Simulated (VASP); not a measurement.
Write the native input for VASP 6.6.1 that does the following.

```yaml
Task: relaxation of cell and atoms
Functional: PBE
Potentials_or_basis: VASP PAW PBE potentials, release 64 (Be, Zn, Te, S)
Cutoff: 600 eV
k_mesh: 4 × 4 × 4
Occupations: gaussian, width 0.1 eV
Spin: no spin polarisation
Dipole_correction: no
Further_INCAR_settings: ALGO = Normal; EDIFF = 1e-06; IBRION = 2; EDIFFG = -0.04; NSW = 90; ISIF = 3
```

The structure of BeZn2TeS2 lies in POSCAR:

```
BeZn2TeS2
1.0
    4.2050575900      0.0000000000      0.0000000000
    0.0000000000      4.2050575900      0.0000000000
    0.0000000000      0.0000000000      7.1224407800
Be Zn Te S
1 2 1 2
Direct
    0.5000000000      0.5000000000      0.0000000000
    0.5000000000      0.0000000000      0.3183099900
    0.0000000000      0.5000000000      0.6816900100
    0.0000000000      0.0000000000      0.0000000000
    0.5000000000      0.0000000000      0.8327630200
    0.0000000000      0.5000000000      0.1672369800
```

These files were run (other wordings do the same):

INCAR

```
SYSTEM = BeZn2TeS2
  PREC = Accurate
  ENCUT = 600
  EDIFF = 1E-6
  ISMEAR = 0
  SIGMA = 0.1
  LREAL = .False.
  LASPH = .True.
  NELM = 100
  ALGO = Normal
  ISIF = 3
  LWAVE = .False.
  LCHARG = .False.
  GGA = PE
  IBRION = 2
  NSW = 90
  EDIFFG = -0.04
```

KPOINTS

```
Automatic mesh
0
Gamma
  4 4 4
  0 0 0
```

Potentials or basis: VASP PAW PBE potentials, release 64 (Be, Zn, Te, S).

The run is started by

```bash
$ cat potpaw_PBE.64/Be/POTCAR potpaw_PBE.64/Zn/POTCAR potpaw_PBE.64/Te/POTCAR potpaw_PBE.64/S/POTCAR > POTCAR
$ mpirun -np 1 vasp_std > vasp.out
```

It gave:

The relaxed volume is 25.83 Å³/atom and the relaxed cell is a = 4.825 Å, b = 4.825 Å, c = 6.657 Å, α = 90.00°, β = 90.00°, γ = 90.00°. The space group after relaxing (to 0.05 Å) is P-4m2 (No. 115) and the energy gained by relaxing is 257.2 meV/atom. The ionic steps are 19, the pressure after relaxing is 0.1 GPa and the largest force after relaxing is 0.029 eV/Å. The band gap on the k mesh is zero (band 22 reaches 3.06 eV, above the bottom of band 23 at 2.94 eV).

Caveat: the k points lie up to 0.33 Å⁻¹ apart in the final cell; the volume moved by over 15 % at a fixed basis, so the end points are rough; spin-orbit coupling is left out, which moves the levels of the heavy elements.

It took 9.1 min on 1 thread of Intel(R) Xeon(R) Platinum 8488C (Sapphire Rapids), on a shared host, peak memory 0.33 GiB.
